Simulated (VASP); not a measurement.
Set up this calculation in VASP 6.6.1, as the native input.

```yaml
Task: single point
Functional: PBEsol
Potentials_or_basis: VASP PAW PBE potentials, release 64 (Ru_pv)
Cutoff: 520 eV
k_mesh: 7 × 7 × 4
Occupations: fermi-dirac, width 0.05 eV
Spin: no spin polarisation
Dipole_correction: no
Further_INCAR_settings: ALGO = Normal; EDIFF = 1e-06; NBANDS = 21
```

The structure of Ru lies in POSCAR:

```
Ru
1.0
    2.6918788949      0.0000000000      0.0000000000
   -1.3459394475      2.3312355069      0.0000000000
    0.0000000000      0.0000000000      4.2598695775
Ru
2
Direct
    0.3333333333      0.6666666667      0.2500000000
    0.6666666667      0.3333333333      0.7500000000
```

These files were run (other wordings do the same):

INCAR

```
PREC = Accurate
ENCUT = 520
EDIFF = 1E-6
ISMEAR = -1
SIGMA = 0.05
LREAL = F
LASPH = T
NELM = 60
ALGO = Normal
ISIF = 2
LWAVE = F
LCHARG = F
GGA = PS
NBANDS = 21
```

KPOINTS

```
regular mesh
0
Gamma
  7 7 4
```

Potentials or basis: VASP PAW PBE potentials, release 64 (Ru_pv).

Launch:

```bash
$ cat potpaw_PBE.64/Ru_pv/POTCAR > POTCAR
$ mpirun -np 1 vasp_std > vasp.out
```

Results of the run:

| Quantity | Value |
| --- | --- |
| Pressure | -0.8 GPa |
| Band gap on the k mesh | zero (bands 14 and 15 overlap by 2.79 eV) |

Caveat: the k points lie up to 0.39 Å⁻¹ apart, too coarse for converged energies and pressures of a metal; the PAW data sets were made with another functional, which shifts forces and pressure a little.

Wall time 5.9 s on 1 thread of Intel(R) Xeon(R) 6975P-C (Granite Rapids) (shared host), peak memory 0.14 GiB.
